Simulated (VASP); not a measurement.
Wanted: the native input for a VASP 6.6.1 run.

```
Task                   : single point
Functional             : PBE
Potentials or basis    : VASP PAW PBE potentials, release 64 (Cd)
Cutoff                 : 520 eV
k mesh                 : 6 × 6 × 4
Occupations            : tetrahedron
Spin                   : no spin polarisation
Dipole correction      : no
Further INCAR settings : ALGO = Normal; EDIFF = 1e-06; NBANDS = 19
```

The structure of Cd lies in POSCAR:

```
Cd
1.0
    2.9788725081      0.0000000000      0.0000000000
   -1.4894362540      2.5797792666      0.0000000000
    0.0000000000      0.0000000000      5.6176500000
Cd
2
Direct
    0.3333333333      0.6666666667      0.2500000000
    0.6666666667      0.3333333333      0.7500000000
```

These files were run (other wordings do the same):

INCAR

```
ALGO = Normal ; EDIFF = 1E-6
ENCUT = 520 ; GGA = PE
ISIF = 2 ; ISMEAR = -4
LASPH = True ; LCHARG = False
LREAL = False ; LWAVE = False
NBANDS = 19 ; NELM = 100
PREC = Accurate ; SIGMA = 0.1
```

KPOINTS

```
k-points
0
Gamma
  6 6 4
```

Potentials or basis: VASP PAW PBE potentials, release 64 (Cd).

Run with:

```bash
$ cat potpaw_PBE.64/Cd/POTCAR > POTCAR
$ mpirun -np 1 vasp_std > vasp.out
```

It gave:

```json
{
 "Pressure": "4.3 GPa",
 "Band gap on the k mesh": "zero (band 12 reaches 4.03 eV, above the bottom of band 13 at -0.05 eV)"
}
```

Caveat: the k points lie up to 0.41 Å⁻¹ apart.

Wall time 30 s on 1 thread of AMD EPYC 7R13 (shared host), peak memory 0.13 GiB.
